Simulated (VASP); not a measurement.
Set up this calculation in VASP 6.6.1, as the native input.

| Item | Value |
| --- | --- |
| Task | single point |
| Functional | PBE0 |
| Potentials or basis | VASP PAW PBE potentials, release 64 (B, P) |
| Cutoff | 520 eV |
| k mesh | 6 × 6 × 6 |
| Occupations | gaussian, width 0.01 eV |
| Spin | no spin polarisation |
| Dipole correction | no |
| Grid for exact exchange (PRECFOCK) | Normal |
| Further INCAR settings | ALGO = Normal; EDIFF = 1e-06; NBANDS = 11 |

The system is BP.

```
B P
1.0
     0.00000    2.26832    2.26832
     2.26832    0.00000    2.26832
     2.26832    2.26832    0.00000
B P
1 1
Direct
  0.00000 0.00000 0.00000
  0.25000 0.25000 0.25000
```

The input as run:

POSCAR

```
BP
1.0
    0.0000000000      2.2683156689      2.2683156689
    2.2683156689      0.0000000000      2.2683156689
    2.2683156689      2.2683156689      0.0000000000
B P
1 1
Direct
    0.0000000000      0.0000000000      0.0000000000
    0.2500000000      0.2500000000      0.2500000000
```

INCAR.step1

```
SYSTEM = BP
PREC = Accurate ; ENCUT = 520
EDIFF = 1E-5 ; ISMEAR = 0
SIGMA = 0.01 ; LREAL = .False.
LASPH = .True. ; NELM = 80
ALGO = Normal ; ISIF = 2
LWAVE = .True. ; LCHARG = .False.
GGA = PE ; NBANDS = 11
```

INCAR.step2

```
SYSTEM = BP
PREC = Accurate ; ENCUT = 520
EDIFF = 1E-6 ; ISMEAR = 0
SIGMA = 0.01 ; LREAL = .False.
LASPH = .True. ; NELM = 80
ALGO = Normal ; ISIF = 2
LWAVE = .False. ; LCHARG = .False.
GGA = PE ; LHFCALC = .True.
AEXX = 0.25 ; PRECFOCK = Normal
ISTART = 1 ; NBANDS = 11
```

KPOINTS

```
regular mesh
0
Gamma
  6 6 6
  0 0 0
```

Potentials or basis: VASP PAW PBE potentials, release 64 (B, P).

Run with:

```bash
$ cat potpaw_PBE.64/B/POTCAR potpaw_PBE.64/P/POTCAR > POTCAR
$ cp INCAR.step1 INCAR
$ mpirun -np 1 vasp_std > vasp.out
$ cp INCAR.step2 INCAR
$ mpirun -np 1 vasp_std > vasp.out
```

It gave:

```
Pressure               : -2.0 GPa
Band gap on the k mesh : 2.79 eV, indirect (least direct gap 5.05 eV)
```

Caveat: the PAW data sets were made with another functional, which shifts forces and pressure a little.

Wall time 3.3 min on 1 thread of AMD EPYC 9R14 (Zen 4), with other jobs on the host, peak memory 0.11 GiB.
